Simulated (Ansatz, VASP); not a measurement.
One calculation of Si, two programs

The input INCAR:

```
PREC     = Accurate       # precision mode
ENCUT    = 520            # plane-wave cutoff, eV
EDIFF    = 1E-6           # SCF threshold, eV
ISMEAR   = 0              # smearing method
SIGMA    = 0.15           # smearing width, eV
LREAL    = False          # projectors in reciprocal space
LASPH    = True           # aspherical terms in the spheres
NELM     = 100            # most SCF steps
ALGO     = Normal         # electronic algorithm
ISIF     = 2              # what is computed and relaxed
LWAVE    = False          # write WAVECAR
LCHARG   = False          # write CHGCAR
GGA      = PE             # functional
NBANDS   = 8              # bands
```

File KPOINTS:

```
Automatic mesh
0
Gamma
  24 24 20
```

Contents of POSCAR:

```
Si
1.0
    2.6860563853      0.0000000000      0.0000000000
   -1.3430281927      2.3261930656      0.0000000000
    0.0000000000      0.0000000000      2.5280132497
Si
1
Direct
    0.0000000000      0.0000000000      0.0000000000
```

Input for Ansatz:

```yaml
crystal:
  lattice:
    - [2.6860563853, 0.0, 0.0]
    - [-1.3430281927, 2.3261930656, 0.0]
    - [0.0, 0.0, 2.5280132497]
  atoms:
    - { symbol: Si, position: [0.0, 0.0, 0.0] }
basis:
  ecutwfc: 420
kpoints:
  mp_grid: { grid: [24, 24, 20] }
hamiltonian:
  xc: pbe
scf:
  occupations: { method: gaussian, width: 0.15 }
output:
  forces: true
  stress: true
  eigenvalues: true
```

Change from the starting cell: strain +0.025 along x and y, +0.025 along z, atoms carried along.

Alike in both runs: task single point; functional PBE; k mesh 24 × 24 × 20; occupations gaussian, width 0.15 eV; no spin polarisation.

|  | VASP | Ansatz |
| --- | --- | --- |
| version | VASP 6.6.1 | Ansatz 0.2.0 |
| potentials or method | VASP PAW PBE potentials, release 64 (Si), cutoff 520 eV | scalar-relativistic, plane waves, PAW |
| valence electrons in the cell | 4 | 4 |

Ansatz gave:

- gap on the k mesh at the Fermi level (eV): none
- pressure (GPa): -4.3
- traceless stress, the component that is largest in VASP (GPa): -0.75

Q: Which values does VASP return?

A: gap on the k mesh at the Fermi level (eV): none; pressure (GPa): -4.4; traceless stress, the component that is largest in VASP (GPa): -0.75.

A gap of «none» marks a metal or a gap that the smearing closes. The functional is the same, so the differences come from potentials, cutoffs and numerics.
